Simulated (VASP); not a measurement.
## AlN: single point with PBE

**The experiment to reproduce.**

“Structural and optical properties of self-assembled AlN nanowires grown on SiO2/Si substrates by molecular beam epitaxy”, 2024, arxiv:2402.00216 quotes, for a bulk crystal of AlN at 0 K: band gap 6.0343 eV (an exciton energy, a little under the gap).

AlN:

```
Al N
1.0
     3.19250    0.00000    0.00000
    -1.59625    2.76479    0.00000
     0.00000    0.00000    4.81630
Al N
2 2
Direct
  0.33333 0.66667 0.99532
  0.66667 0.33333 0.49532
  0.33333 0.66667 0.38968
  0.66667 0.33333 0.88968
```

```json
{
  "Program": "VASP 6.6.1",
  "Task": "single point",
  "Functional": "PBE",
  "Potentials or basis": "VASP PAW PBE potentials, release 64 (Al, N)",
  "Cutoff": "520 eV",
  "k mesh": "9 × 9 × 6",
  "Occupations": "gaussian, width 0.05 eV",
  "Spin": "no spin polarisation"
}
```

```json
{
  "Pressure": "-0.9 GPa",
  "Band gap on the k mesh": "3.70 eV, direct"
}
```

Forces on the atoms (eV/Å):
```
Al   0.000  0.000  0.003
Al   0.000  0.000  0.003
N    0.000  0.000 -0.003
N    0.000  0.000 -0.003
```

Stress tensor (GPa, compression positive):
```
-5.50  0.00  0.00
 0.00 -5.50  0.00
 0.00  0.00  8.16
```

Levels at points of the mesh, in eV from the valence-band top:
```
           k point  band 5  band 6  band 7  band 8  band 9  band 10  band 11  band 12
(0.00, 0.00, 0.00)   -1.51   -0.68   -0.68    0.00    3.70     5.65    10.11    10.11
(0.00, 0.00, 0.50)   -1.11   -1.11   -1.11   -1.11    5.81     5.81    10.07    10.07
```

Run time: 15 s on 1 thread of AMD EPYC 9R45 (Zen 5), on a shared host, peak memory 0.13 GiB.

Measured gap of AlN: 6.0343 eV (an exciton energy, a little under the gap; 0 K; quoted in “Structural and optical properties of self-assembled AlN nanowires grown on SiO2/Si substrates by molecular beam epitaxy”, 2024, arxiv:2402.00216). This calculation gives 3.70 eV (-2.33 eV). 2 values of this kind are on record (6.034 to 6.0343 eV); this one was drawn at random. The value is that of PBE on a finite k mesh, which can miss the band edges, without temperature or zero-point motion. Semilocal functionals fall short of measured gaps as a rule.
